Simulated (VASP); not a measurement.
# Os (P6_3/mmc) in VASP: further runs, part 3 of 3

VASP 6.6.1. Earlier steps stand in the parts before.

## 4. Single point, revPBE

This run uses another cell than the first one, of 14.39 Å³/atom.

File INCAR:

```
SYSTEM = Os
  PREC = Accurate
  ENCUT = 520
  EDIFF = 1E-7
  ISMEAR = -1
  SIGMA = 0.05
  LREAL = .FALSE.
  LASPH = .TRUE.
  NELM = 60
  ALGO = Normal
  ISIF = 2
  LWAVE = .FALSE.
  LCHARG = .FALSE.
  GGA = RE
  NBANDS = 15
```

File KPOINTS:

```
Automatic mesh
0
G
  11 11 6
  0 0 0
```

File POSCAR:

```
Os
1.0
    2.7605272651      0.0000000000      0.0000000000
   -1.3802636326      2.3906867394      0.0000000000
    0.0000000000      0.0000000000      4.3594487254
Os
2
Direct
    0.6666666667      0.3333333333      0.7500000000
    0.3333333333      0.6666666667      0.2500000000
```

Potentials or basis: VASP PAW PBE potentials, release 64 (Os).

On the command line:

```sh
$ cat potpaw_PBE.64/Os/POTCAR > POTCAR
$ mpirun -np 1 vasp_std > vasp.out
```

OUTCAR:

```text
SYSTEM = Os
   PREC = Accurate
   ENCUT = 520
   EDIFF = 1E-7
   ISMEAR = -1
   LREAL = .FALSE.
   LASPH = .TRUE.
   NELM = 60
   ISIF = 2
   GGA = RE

 ion  position               nearest neighbor table
   1  0.667  0.333  0.750-   2 2.70   2 2.70   2 2.70   2 2.70   2 2.70   2 2.70
   2  0.333  0.667  0.250-   1 2.70   1 2.70   1 2.70   1 2.70   1 2.70   1 2.70

  LATTYP: Found a hexagonal cell.
 ALAT       =     2.7605272651
 C/A-ratio  =     1.5792087188

  Lattice vectors:

 A1 = (   2.7605272651,   0.0000000000,   0.0000000000)
 A2 = (  -1.3802636326,   2.3906867394,   0.0000000000)
 A3 = (   0.0000000000,   0.0000000000,   4.3594487254)

Analysis of symmetry for initial positions (statically):
=====================================================================
 Subroutine PRICEL returns:
 Original cell was already a primitive cell.

 Routine SETGRP: Setting up the symmetry group for a
 hexagonal supercell.

 Subroutine GETGRP returns: Found 24 space group operations
 (whereof 12 operations were pure point group operations)
 out of a pool of 24 trial point group operations.

The static configuration has the point symmetry D_3d.
 The point group associated with its full space group is D_6h.

Analysis of symmetry for dynamics (positions and initial velocities):
=====================================================================
 Subroutine PRICEL returns:
 Original cell was already a primitive cell.

 Routine SETGRP: Setting up the symmetry group for a
 hexagonal supercell.

 Subroutine GETGRP returns: Found 24 space group operations
 (whereof 12 operations were pure point group operations)
 out of a pool of 24 trial point group operations.

The dynamic configuration has the point symmetry D_3d.
 The point group associated with its full space group is D_6h.

 Subroutine INISYM returns: Found 24 space group operations
 (whereof 12 operations are pure point group operations),
[... 122 lines left out ...]
   LHFCALC =     F    Hartree Fock is set to
   AEXX    =    0.0000 exact exchange contribution
   IVDW    =     0    specifies the selected vdW correction
   LEPSILON=     F    determine dielectric tensor
   LRPA    =     F    only Hartree local field effects (RPA)
 non-spin polarized calculation
  energy-cutoff  :      520.00
  volume of cell :       28.77
 maximum number of plane-waves:       796
 NGX is ok and might be reduce to    24
   NGX = 11   NGY = 11   NGZ = 17

 number of electron      15.9999999 magnetization

 Free energy of the ion-electron system (eV)
  ---------------------------------------------------
  ext. energy  EPLUGINS =         0.00000000
  ---------------------------------------------------
  free energy    TOTEN  =       -21.45448522 eV

  energy without entropy =      -21.44065478  energy(sigma->0) =      -21.44757000

 E-fermi :   9.0551     XC(G=0): -13.8751

 val. band max:        9.0294443803   @ k =   0.3636  -0.0000   0.3333
 cond. band min:       9.1125112303   @ k =   0.3636   0.0909   0.3333
 fundamental gap:      0.0830668500
 Fermi energy:         9.0550600150

 k-point     1 :       0.0000    0.0000    0.0000
  band No.  band energies     occupation
      1      -1.5799      2.00000
      2       1.5796      2.00000
      3       6.1763      2.00000
      4       6.1763      2.00000
      5       6.4194      2.00000
      6       6.9802      2.00000
      7       6.9802      2.00000
      8       7.5943      2.00000
      9       7.5943      2.00000
     10       9.1258      0.39084
     11      10.7137      0.00000
     12      10.7137      0.00000
     13      17.8606      0.00000
     14      23.1188      0.00000
[... 401 lines left out ...]
      2       3.1355      2.00000
      3       4.5024      2.00000
      4       4.7248      2.00000
      5       5.9374      2.00000
      6       6.5254      2.00000
      7       7.0708      2.00000
      8       7.9949      2.00000
      9       8.5773      1.99986
     10       8.9379      1.82462
     11      11.1248      0.00000
     12      14.4321      0.00000
     13      19.3596      0.00000
     14      23.8648      0.00000
     15      24.9983      0.00000

 [... further k-points ...]

------------------------ aborting loop because EDIFF is reached ----------------------------------------

  FORCE on cell =-STRESS in cart. coord.  units (eV):
  Direction    XX          YY          ZZ          XY          YZ          ZX
  --------------------------------------------------------------------------------------
  -------------------------------------------------------------------------------------
  Total       -0.0536057     -0.0536057     -0.0839681      0.0000000      0.0000000      0.0000000
  in kB       -2.9852133     -2.9852133     -4.6760420      0.0000000      0.0000000      0.0000000
  external PRESSURE =      -3.5488229 kB  Pullay stress =       0.0000000 kB

 VOLUME and BASIS-vectors are now :
 -----------------------------------------------------------------------------
  energy-cutoff  :      520.00
  volume of cell :       28.77
      direct lattice vectors                 reciprocal lattice vectors
     2.760527265  0.000000000  0.000000000     0.362249637  0.209144926  0.000000000
    -1.380263633  2.390686739  0.000000000     0.000000000  0.418289851  0.000000000
     0.000000000  0.000000000  4.359448725     0.000000000  0.000000000  0.229386802

 POSITION                                       TOTAL-FORCE (eV/Angst)
 -----------------------------------------------------------------------------------
      1.38026      0.79690      3.26959        -0.000000      0.000000      0.000000
     -0.00000      1.59379      1.08986         0.000000     -0.000000      0.000000
 -----------------------------------------------------------------------------------
    total drift:                               -0.000000      0.000000     -0.000000

  FREE ENERGIE OF THE ION-ELECTRON SYSTEM (eV)
  ---------------------------------------------------
  free  energy   TOTEN  =       -21.4544852162 eV

  energy  without entropy=      -21.4406547838  energy(sigma->0) =      -21.44757000
```

OSZICAR:

```text
N       E                     dE             d eps       ncg     rms          rms(c)
DAV:   1     0.101898617894E+03    0.10190E+03   -0.73865E+03  1920   0.102E+03
DAV:   2    -0.179039801051E+02   -0.11980E+03   -0.10434E+03  1948   0.324E+02
DAV:   3    -0.227934976490E+02   -0.48895E+01   -0.47139E+01  2613   0.573E+01
DAV:   4    -0.228344005028E+02   -0.40903E-01   -0.40683E-01  2067   0.536E+00
DAV:   5    -0.228346281629E+02   -0.22766E-03   -0.22765E-03  2592   0.370E-01    0.213E+01
DAV:   6    -0.217679387657E+02    0.10667E+01   -0.91178E-01  2417   0.803E+00    0.960E+00
DAV:   7    -0.214619229458E+02    0.30602E+00   -0.63927E-01  2459   0.656E+00    0.471E-01
DAV:   8    -0.214570596860E+02    0.48633E-02   -0.61148E-03  1955   0.588E-01    0.330E-01
DAV:   9    -0.214544863110E+02    0.25734E-02   -0.16312E-03  2354   0.405E-01    0.426E-02
DAV:  10    -0.214545103294E+02   -0.24018E-04   -0.72394E-05  2452   0.745E-02    0.904E-03
DAV:  11    -0.214544865915E+02    0.23738E-04   -0.43479E-06  2144   0.220E-02    0.169E-03
DAV:  12    -0.214544855543E+02    0.10372E-05   -0.96518E-08  2027   0.325E-03    0.112E-03
DAV:  13    -0.214544852771E+02    0.27720E-06   -0.87644E-09  1289   0.825E-04    0.275E-04
DAV:  14    -0.214544852162E+02    0.60874E-07   -0.22468E-09  1114   0.585E-04
   1 F= -.21454485E+02 E0= -.21447570E+02  d E =-.138304E-01
```

Wall time 38 s (1 thread of Intel Xeon 8259CL, shared host); peak memory 0.16 GiB.

Results:

```yaml
Free_energy: -21.4545 eV
Pressure: -0.4 GPa
Band_gap_on_the_k_mesh: zero (bands 8 and 9 overlap by 3.71 eV)
```

Stress tensor (GPa, compression positive):
```
-0.30  0.00  0.00
 0.00 -0.30  0.00
 0.00  0.00 -0.47
```

Levels at points of the mesh, in eV from the Fermi level:
| k point | band 6 | band 7 | band 8 | band 9 | band 10 | band 11 |
| --- | --- | --- | --- | --- | --- | --- |
| (0.00, 0.00, 0.00) | -2.07 | -2.07 | -1.46 | -1.46 | 0.07 | 1.66 |
| (0.00, 0.00, 0.50) | -3.07 | -3.07 | -3.07 | 0.89 | 0.89 | 0.89 |

Caveat: the PAW data sets were made with another functional, which shifts forces and pressure a little; spin-orbit coupling is left out, which moves the levels of the heavy elements.

## 5. Relaxation of cell and atoms, RPBE

File INCAR:

```
PREC     = Accurate       # precision mode
ENCUT    = 600            # plane-wave cutoff, eV
EDIFF    = 1E-7           # SCF threshold, eV
ISMEAR   = -1             # smearing method
SIGMA    = 0.05           # smearing width, eV
LREAL    = False          # projectors in reciprocal space
LASPH    = True           # aspherical terms in the spheres
NELM     = 60             # most SCF steps
ALGO     = Normal         # electronic algorithm
ISIF     = 3              # what is computed and relaxed
LWAVE    = False          # write WAVECAR
LCHARG   = False          # write CHGCAR
GGA      = RP             # functional
IBRION   = 2              # ionic algorithm
NSW      = 80             # ionic steps
EDIFFG   = -0.005         # ionic threshold
```

File KPOINTS:

```
Automatic mesh
0
Gamma
  11 11 6
```

File POSCAR:

```
Os
1.0
    2.7341000000      0.0000000000      0.0000000000
   -1.3670500000      2.3678000565      0.0000000000
    0.0000000000      0.0000000000      4.3197000000
Os
2
Direct
    0.6666666667      0.3333333333      0.7500000000
    0.3333333333      0.6666666667      0.2500000000
```

On the command line:

```sh
$ cat potpaw_PBE.64/Os/POTCAR > POTCAR
$ mpirun -np 1 vasp_std > vasp.out
```

Wall time 2.9 min (1 thread of Intel Xeon 8259CL, shared host); peak memory 0.18 GiB.

It converged, with:

| Item | Value |
| --- | --- |
| Free energy | -21.1966 eV |
| Relaxed volume | 14.42 Å³/atom |
| Relaxed cell | a = 2.763 Å, b = 2.763 Å, c = 4.362 Å, α = 90.00°, β = 90.00°, γ = 120.00° |
| Space group after relaxing (to 0.1 Å) | P6_3/mmc (No. 194) |
| Energy gained by relaxing | 16.9 meV/atom |
| Ionic steps | 9 |
| Pressure after relaxing | 0.0 GPa |
| Band gap on the k mesh | zero (bands 8 and 9 overlap by 3.70 eV) |

Step by step:
| step | energy change (eV) | largest force (eV/Å) | pressure (GPa) | volume (Å³) |
| --- | --- | --- | --- | --- |
| 1 | 0.0000 | 0.0000 | 12.89 | 27.96 |
| 2 | 0.4745 | 0.0000 | -36.28 | 32.77 |
| 3 | -0.0336 | 0.0000 | -0.72 | 28.89 |
| 4 | -0.0337 | 0.0000 | -0.03 | 28.83 |
| 5 | -0.0337 | 0.0000 | 0.21 | 28.82 |
| 6 | -0.0337 | 0.0000 | 0.19 | 28.82 |
| 7 | -0.0337 | 0.0000 | 0.20 | 28.82 |
| 8 | -0.0336 | 0.0000 | -0.56 | 28.88 |
| 9 | -0.0337 | 0.0000 | 0.03 | 28.83 |

Final structure:
```yaml
crystal:
  lattice:
    - [2.76278, 0.00000, 0.00000]
    - [-1.38139, 2.39264, 0.00000]
    - [0.00000, 0.00000, 4.36158]
  atoms:
    - { symbol: Os, position: [0.66667, 0.33333, 0.75000] }
    - { symbol: Os, position: [0.33333, 0.66667, 0.25000] }
```

Levels at points of the mesh, in eV from the Fermi level:
| k point | band 4 | band 5 | band 6 | band 7 | band 8 | band 9 | band 10 | band 11 | band 12 |
| --- | --- | --- | --- | --- | --- | --- | --- | --- | --- |
| (0.00, 0.00, 0.00) | -2.87 | -2.62 | -2.07 | -2.07 | -1.46 | -1.46 | 0.07 | 1.65 | 1.65 |
| (0.00, 0.00, 0.50) | -3.39 | -3.06 | -3.06 | -3.06 | -3.06 | 0.89 | 0.89 | 0.89 | 0.89 |

Caveat: the PAW data sets were made with another functional, which shifts forces and pressure a little; spin-orbit coupling is left out, which moves the levels of the heavy elements. Zero-point motion and thermal expansion aren't in these numbers.

## 6. Overview

| task | level | cell | cutoff (eV) | smearing | gap on the mesh (eV) | pressure (GPa) |
| --- | --- | --- | --- | --- | --- | --- |
| single point | PBE | a = 2.734, b = 2.734, c = 4.320 Å, angles 90.0, 90.0, 120.0°, 2 atoms | 520 | gaussian 0.011 eV | none | 8.8 |
| single point | RPBE | a = 2.763, b = 2.763, c = 4.364 Å, angles 90.0, 90.0, 120.0°, 2 atoms | 520 | fermi-dirac 0.05 eV | none | -0.4 |
| single point | revPBE | a = 2.761, b = 2.761, c = 4.359 Å, angles 90.0, 90.0, 120.0°, 2 atoms | 520 | fermi-dirac 0.05 eV | none | -0.4 |
| relaxation of cell and atoms | RPBE | relaxed from a = 2.734, b = 2.734, c = 4.320 Å, angles 90.0, 90.0, 120.0°, 2 atoms | 600 | fermi-dirac 0.05 eV | none | 0.0 |

Alike in all rows: potentials or basis VASP PAW PBE potentials, release 64 (Os); no spin polarisation; k mesh 11 × 11 × 6.

Caveats: spin-orbit coupling is left out, which moves the levels of the heavy elements; the PAW data sets were made with another functional, which shifts forces and pressure a little (at least some runs); the cell stands under pressure (at least some runs).

Absolute energies hang on the potentials; compare differences alone.

The gap in the log of VASP goes by the Fermi energy; the results here count the filled bands.